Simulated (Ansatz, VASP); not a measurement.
**One calculation of Pd, two programs**

The input INCAR:

```
PREC = Accurate
ENCUT = 520
EDIFF = 1E-6
ISMEAR = 0
SIGMA = 0.1
LREAL = False
LASPH = True
NELM = 100
ALGO = Normal
ISIF = 2
LWAVE = False
LCHARG = True
GGA = PS
LELF = True
LVHAR = True
NBANDS = 17
```

KPOINTS

```
Automatic mesh
0
Gamma
  9 9 18
```

File POSCAR:

```
Pd
1.0
    4.0007768068      0.0000000000      0.0000000000
    0.0000000000      4.0007768068      0.0000000000
   -2.0003884034      0.0000000000      1.8401891960
Pd
2
Direct
    0.0000000000      0.0000000000      0.0000000000
    0.5000000000      0.5000000000      0.0000000000
```

Input for Ansatz:

```yaml
crystal:
  lattice:
    - [4.0007768068, 0.0, 0.0]
    - [0.0, 4.0007768068, 0.0]
    - [-2.0003884034, 0.0, 1.840189196]
  atoms:
    - { symbol: Pd, position: [0.0, 0.0, 0.0] }
    - { symbol: Pd, position: [0.5, 0.5, 0.0] }
basis:
  ecutwfc: 420
kpoints:
  mp_grid: { grid: [9, 9, 18] }
hamiltonian:
  xc: pbesol
scf:
  occupations: { method: gaussian, width: 0.1 }
output:
  forces: true
  stress: true
  eigenvalues: true
  write_density: true
  write_potential: true
  elf: true
  volumetric_format: npy
```

Change from the starting cell: band edges of the strained film's bulk.

Alike in both runs: task single point; functional PBEsol; k mesh 9 × 9 × 18; occupations gaussian, width 0.1 eV; no spin polarisation.

```csv
,VASP,Ansatz
version,VASP 6.6.1,Ansatz 0.2.0
potentials or method,"VASP PAW PBE potentials, release 64 (Pd), cutoff 520 eV","scalar-relativistic, plane waves, PAW"
valence electrons in the cell,20,36
```

Ansatz gave:

```
gap on the k mesh at the Fermi level (eV)                     : none
pressure (GPa)                                                : -2.1
traceless stress, the component that is largest in VASP (GPa) : 2.11
```

Q: What did VASP give for the same quantities?

A: gap on the k mesh at the Fermi level (eV): none; pressure (GPa): -2.5; traceless stress, the component that is largest in VASP (GPa): 2.09.

VASP's potentials were made for PBE, not for PBEsol. A gap of «none» marks a metal or a gap that the smearing closes. VASP's potentials hold 20 valence electrons a cell and Ansatz's 36, so a difference there can come from the potentials and not from the codes.
